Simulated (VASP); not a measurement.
# Al5GaP6 (P-4m2) in VASP: a series of runs, part 3 of 3

VASP 6.6.1. Earlier steps stand in the parts before.

## Step 4: Relaxation of cell and atoms, PBE

File INCAR:

```
ALGO = Normal ; EDIFF = 1E-7
EDIFFG = -0.04 ; ENCUT = 600
GGA = PE ; IBRION = 2
ISIF = 3 ; ISMEAR = 0
LASPH = T ; LCHARG = F
LREAL = F ; LWAVE = F
NELM = 60 ; NSW = 90
PREC = Accurate ; SIGMA = 0.1
```

File KPOINTS:

```
k-points
0
Gamma
  6 6 1
```

File POSCAR:

```
Al5GaP6
1.0
    3.7111267600      0.0000000000      0.0000000000
    0.0000000000      3.7111267600      0.0000000000
    0.0000000000      0.0000000000     15.7449773800
Al Ga P
5 1 6
Direct
    0.5000000000      0.5000000000      0.8333333300
    0.0000000000      0.0000000000      0.6666666700
    0.5000000000      0.5000000000      0.5000000000
    0.0000000000      0.0000000000      0.3333333300
    0.5000000000      0.5000000000      0.1666666700
    0.0000000000      0.0000000000      0.0000000000
    0.5000000000      0.0000000000      0.7500000000
    0.0000000000      0.5000000000      0.5833333300
    0.5000000000      0.0000000000      0.4166666700
    0.0000000000      0.5000000000      0.2500000000
    0.5000000000      0.0000000000      0.0833333300
    0.0000000000      0.5000000000      0.9166666700
```

Potentials or basis: VASP PAW PBE potentials, release 64 (Al, Ga_d, P).

The run is started by

```bash
$ cat potpaw_PBE.64/Al/POTCAR potpaw_PBE.64/Ga_d/POTCAR potpaw_PBE.64/P/POTCAR > POTCAR
$ mpirun -np 1 vasp_std > vasp.out
```

OUTCAR:

```text
EDIFF = 1E-7
   EDIFFG = -0.04
   ENCUT = 600
   GGA = PE
   IBRION = 2
   ISIF = 3
   ISMEAR = 0
   LASPH = T
   LREAL = F
   NELM = 60
   NSW = 90
   PREC = Accurate

 ion  position               nearest neighbor table
   1  0.500  0.500  0.833-   7 2.27   7 2.27  12 2.27  12 2.27
   2  0.000  0.000  0.667-   7 2.27   7 2.27   8 2.27   8 2.27
   3  0.500  0.500  0.500-   8 2.27   9 2.27   9 2.27   8 2.27
   4  0.000  0.000  0.333-  10 2.27  10 2.27   9 2.27   9 2.27
   5  0.500  0.500  0.167-  10 2.27  10 2.27  11 2.27  11 2.27
   6  0.000  0.000  0.000-  11 2.27  12 2.27  12 2.27  11 2.27
   7  0.500  0.000  0.750-   1 2.27   2 2.27   1 2.27   2 2.27
   8  0.000  0.500  0.583-   3 2.27   3 2.27   2 2.27   2 2.27
   9  0.500  0.000  0.417-   3 2.27   3 2.27   4 2.27   4 2.27
  10  0.000  0.500  0.250-   4 2.27   5 2.27   4 2.27   5 2.27
  11  0.500  0.000  0.083-   6 2.27   6 2.27   5 2.27   5 2.27
  12  0.000  0.500  0.917-   6 2.27   6 2.27   1 2.27   1 2.27

  LATTYP: Found a simple tetragonal cell.
 ALAT       =     3.7111267600
 C/A-ratio  =     4.2426406852

  Lattice vectors:

 A1 = (   3.7111267600,   0.0000000000,   0.0000000000)
 A2 = (   0.0000000000,   3.7111267600,   0.0000000000)
 A3 = (   0.0000000000,   0.0000000000,  15.7449773800)

Analysis of symmetry for initial positions (statically):
=====================================================================
 Subroutine PRICEL returns:
 Original cell was already a primitive cell.

 Routine SETGRP: Setting up the symmetry group for a
 simple tetragonal supercell.

 Subroutine GETGRP returns: Found  8 space group operations
 (whereof  8 operations were pure point group operations)
 out of a pool of 16 trial point group operations.

The static configuration has the point symmetry D_2d.

Analysis of symmetry for dynamics (positions and initial velocities):
=====================================================================
 Subroutine PRICEL returns:
 Original cell was already a primitive cell.

 Routine SETGRP: Setting up the symmetry group for a
 simple tetragonal supercell.

 Subroutine GETGRP returns: Found  8 space group operations
 (whereof  8 operations were pure point group operations)
 out of a pool of 16 trial point group operations.

[... 133 lines left out ...]
   IVDW    =     0    specifies the selected vdW correction
   LEPSILON=     F    determine dielectric tensor
   LRPA    =     F    only Hartree local field effects (RPA)
 conjugate gradient relaxation of ions
 non-spin polarized calculation
 Gauss-broadening in eV      SIGMA  =   0.10
  energy-cutoff  :      600.00
  volume of cell :      216.85
 maximum number of plane-waves:      7303
 NGX is ok and might be reduce to    30
   NGX = 15   NGY = 15   NGZ = 63

--------------------------------------- Ionic step        1  -------------------------------------------

 number of electron      57.9999991 magnetization

 Free energy of the ion-electron system (eV)
  ---------------------------------------------------
  ext. energy  EPLUGINS =         0.00000000
  ---------------------------------------------------
  free energy    TOTEN  =       -59.51083225 eV

  energy without entropy =      -59.51083225  energy(sigma->0) =      -59.51083225

------------------------ aborting loop because EDIFF is reached ----------------------------------------

  FORCE on cell =-STRESS in cart. coord.  units (eV):
  Direction    XX          YY          ZZ          XY          YZ          ZX
  --------------------------------------------------------------------------------------
  -------------------------------------------------------------------------------------
  Total       21.5613417     21.5613417     21.3169107      0.0000000      0.0000000      0.0000000
  in kB      159.3062249    159.3062249    157.5002437      0.0000000      0.0000000      0.0000000
  external PRESSURE =     158.7042311 kB  Pullay stress =       0.0000000 kB
[... 33 lines left out ...]
--------------------------------------- Ionic step        2  -------------------------------------------

 number of electron      58.0000004 magnetization

 E-fermi :   3.9127     XC(G=0):  -8.7987

 val. band max:        3.4553919379   @ k =   0.0000   0.0000   0.0000
 cond. band min:       5.2536566265   @ k =   0.0000   0.0000   0.0000
 fundamental gap:      1.7982646886
 Fermi energy:         3.9126815850

 k-point     1 :       0.0000    0.0000    0.0000
  band No.  band energies     occupation
      1     -10.6793      2.00000
      2     -10.6241      2.00000
      3     -10.6241      2.00000
      4     -10.5896      2.00000
      5     -10.5713      2.00000
      6      -7.5137      2.00000
[... 516 lines left out ...]
--------------------------------------- Ionic step        5  -------------------------------------------

 number of electron      58.0000001 magnetization

 Free energy of the ion-electron system (eV)
  ---------------------------------------------------
  ext. energy  EPLUGINS =         0.00000000
  ---------------------------------------------------
  free energy    TOTEN  =       -60.97952345 eV

  energy without entropy =      -60.97952345  energy(sigma->0) =      -60.97952345

 E-fermi :   4.8222     XC(G=0):  -9.2158

 val. band max:        4.3796176076   @ k =   0.0000   0.0000   0.0000
 cond. band min:       5.9948133742   @ k =   0.0000   0.0000   0.0000
 fundamental gap:      1.6151957666
 Fermi energy:         4.8222356387

 k-point     1 :       0.0000    0.0000    0.0000
  band No.  band energies     occupation
      1      -9.8332      2.00000
      2      -9.7517      2.00000
      3      -9.7517      2.00000
      4      -9.7056      2.00000
      5      -9.6784      2.00000
      6      -7.1898      2.00000
[... 418 lines left out ...]
  FREE ENERGIE OF THE ION-ELECTRON SYSTEM (eV)
  ---------------------------------------------------
  free  energy   TOTEN  =       -60.9795234486 eV

  energy  without entropy=      -60.9795234486  energy(sigma->0) =      -60.97952345

 reached required accuracy - stopping structural energy minimisation
```

OSZICAR:

```text
N       E                     dE             d eps       ncg     rms          rms(c)
DAV:   1     0.378924281878E+03    0.37892E+03   -0.25748E+04   744   0.172E+03
DAV:   2    -0.846415116573E+01   -0.38739E+03   -0.37343E+03   844   0.364E+02
DAV:   3    -0.594732434023E+02   -0.51009E+02   -0.48900E+02   836   0.116E+02
[... 52 lines left out ...]
DAV:   2    -0.609795345739E+02   -0.44628E-04   -0.76858E-04   992   0.140E-01    0.231E-02
DAV:   3    -0.609795262563E+02    0.83176E-05   -0.38036E-05   956   0.310E-02    0.153E-02
DAV:   4    -0.609795237051E+02    0.25512E-05   -0.11034E-05  1000   0.168E-02    0.730E-03
DAV:   5    -0.609795235014E+02    0.20371E-06   -0.13606E-06   904   0.629E-03    0.270E-03
DAV:   6    -0.609795234486E+02    0.52768E-07   -0.19369E-07   736   0.257E-03
   5 F= -.60979523E+02 E0= -.60979523E+02  d E =-.305775E-03
```

Run time: 11 min. Hardware: 1 thread of Intel Xeon 8259CL, shared host; peak memory 0.39 GiB.

What came out:

```yaml
Free_energy: -60.9795 eV
Relaxed_volume: 20.83 Å³/atom
Relaxed_cell: a = 3.892 Å, b = 3.892 Å, c = 16.496 Å, α = 90.00°, β = 90.00°, γ = 90.00°
Space_group_after_relaxing_to_0.1_Å: P-4m2 (No. 115)
Energy_gained_by_relaxing: 122.4 meV/atom
Ionic_steps: 5
Pressure_after_relaxing: 0.2 GPa
Largest_force_after_relaxing: 0.022 eV/Å
Band_gap_on_the_k_mesh: 1.62 eV
```

Forces in eV/Å, atoms in the order of the input:
```
Al   0.000  0.000 -0.009
Al   0.000  0.000  0.004
Al   0.000  0.000  0.000
Al   0.000  0.000 -0.004
Al   0.000  0.000  0.009
Ga   0.000  0.000  0.000
P    0.000  0.000  0.008
P    0.000  0.000  0.001
P    0.000  0.000 -0.001
P    0.000  0.000 -0.008
P    0.000  0.000  0.022
P    0.000  0.000 -0.022
```

The path:
```csv
step,energy change (eV),largest force (eV/Å),pressure (GPa),volume (Å³)
1,0.0000,0.0407,15.87,216.85
2,-0.8213,0.0960,-6.84,278.01
3,-1.4686,0.0658,-0.07,250.60
4,-1.4684,0.0650,0.17,249.89
5,-1.4687,0.0225,0.16,249.90
```

Final structure:
```
CELL_PARAMETERS angstrom
3.89214 0.00000 0.00000
0.00000 3.89214 0.00000
0.00000 0.00000 16.49637
ATOMIC_POSITIONS crystal
Al 0.50000 0.50000 0.83344
Al 0.00000 0.00000 0.66668
Al 0.50000 0.50000 0.50000
Al 0.00000 0.00000 0.33332
Al 0.50000 0.50000 0.16656
Ga 0.00000 0.00000 0.00000
P 0.50000 0.00000 0.75005
P 0.00000 0.50000 0.58333
P 0.50000 0.00000 0.41667
P 0.00000 0.50000 0.24995
P 0.50000 0.00000 0.08358
P 0.00000 0.50000 0.91642
```

Caveat: the volume moved by over 15 % at a fixed basis, so the end points are rough; an odd mesh through Γ misses points on the zone boundary, where band edges can lie.

## Step 5: Single point, PBE

This run uses another cell than the first one, of 20.88 Å³/atom.

File INCAR:

```
PREC = Accurate
ENCUT = 520
EDIFF = 1E-6
ISMEAR = 0
SIGMA = 0.02
LREAL = F
LASPH = T
NELM = 80
ALGO = Normal
ISIF = 2
LWAVE = F
LCHARG = T
GGA = PE
LELF = T
LVHAR = T
NBANDS = 41
```

File KPOINTS:

```
Automatic mesh
0
Gamma
  8 8 2
```

File POSCAR:

```
Al5GaP6
1.0
    3.8944832388      0.0000000000      0.0000000000
    0.0000000000      3.8944832388      0.0000000000
    0.0000000000      0.0000000000     16.5181976532
Al Ga P
5 1 6
Direct
    0.5000000000      0.5000000000      0.8333508928
    0.0000000000      0.0000000000      0.6666940376
    0.5000000000      0.5000000000      0.5000000000
    0.0000000000      0.0000000000      0.3333059624
    0.5000000000      0.5000000000      0.1666491072
    0.0000000000      0.0000000000      0.0000000000
    0.5000000000      0.0000000000      0.7500440950
    0.0000000000      0.5000000000      0.5833438163
    0.5000000000      0.0000000000      0.4166561837
    0.0000000000      0.5000000000      0.2499559050
    0.5000000000      0.0000000000      0.0836915584
    0.0000000000      0.5000000000      0.9163084416
```

The run is started by

```bash
$ cat potpaw_PBE.64/Al/POTCAR potpaw_PBE.64/Ga_d/POTCAR potpaw_PBE.64/P/POTCAR > POTCAR
$ mpirun -np 1 vasp_std > vasp.out
```

Run time: 10 min. Hardware: 1 thread of Intel Xeon 8259CL, shared host; peak memory 0.47 GiB.

The run converged. Its results:

* Free energy: -61.0015 eV
* Pressure: -0.1 GPa
* Largest force: 0.005 eV/Å
* Band gap on the k mesh: 1.62 eV

Forces on the atoms (eV/Å):
```
Al   0.000  0.000  0.000
Al   0.000  0.000  0.000
Al   0.000  0.000  0.000
Al   0.000  0.000  0.000
Al   0.000  0.000  0.000
Ga   0.000  0.000  0.000
P    0.000  0.000  0.000
P    0.000  0.000  0.000
P    0.000  0.000  0.000
P    0.000  0.000  0.000
P    0.000  0.000  0.005
P    0.000  0.000 -0.005
```

Levels at points of the mesh, in eV from the valence-band top:
```
           k point  band 26  band 27  band 28  band 29  band 30  band 31  band 32  band 33
(0.00, 0.00, 0.00)    -0.73    -0.02     0.00     0.00     1.62     2.01     2.27     2.33
(0.50, 0.00, 0.00)    -0.86    -0.86    -0.84    -0.75     2.55     3.07     3.07     3.16
(0.50, 0.50, 0.00)    -2.15    -2.15    -2.15    -2.14     1.62     1.62     2.16     2.51
(0.00, 0.00, 0.50)    -0.32    -0.32    -0.17    -0.17     1.67     1.87     2.37     2.57
(0.50, 0.00, 0.50)    -0.83    -0.83    -0.80    -0.74     2.27     2.68     3.43     3.60
(0.50, 0.50, 0.50)    -2.37    -2.37    -2.34    -2.34     2.04     2.04     2.22     2.22
```

## Step 6: Summary

```tsv
task	cell	k mesh	cutoff (eV)	smearing	gap on the mesh (eV)	pressure (GPa)	largest force (eV/Å)
single point	a = 3.711, b = 3.711, c = 15.745 Å, 12 atoms	6 × 6 × 1	520	gaussian 0.1 eV	1.29	15.9	0.04
single point	a = 3.895, b = 3.895, c = 16.491 Å, 12 atoms	6 × 6 × 1	520	gaussian 0.1 eV	1.62	0.1	0.01
relaxation of cell and atoms	relaxed from a = 3.711, b = 3.711, c = 15.745 Å, 12 atoms	6 × 6 × 1	600	gaussian 0.1 eV	1.62	0.2	0.02
single point	a = 3.894, b = 3.894, c = 16.518 Å, 12 atoms	8 × 8 × 2	520	gaussian 0.02 eV	1.62	-0.1	0.01
```

Alike in all rows: level PBE; potentials or basis VASP PAW PBE potentials, release 64 (Al, Ga_d, P); no spin polarisation.

Caveats: an odd mesh through Γ misses points on the zone boundary, where band edges can lie (at least some runs); the cell stands under pressure (at least some runs); the volume moved by over 15 % at a fixed basis, so the end points are rough (at least some runs).

Absolute energies hang on the potentials; compare differences alone.
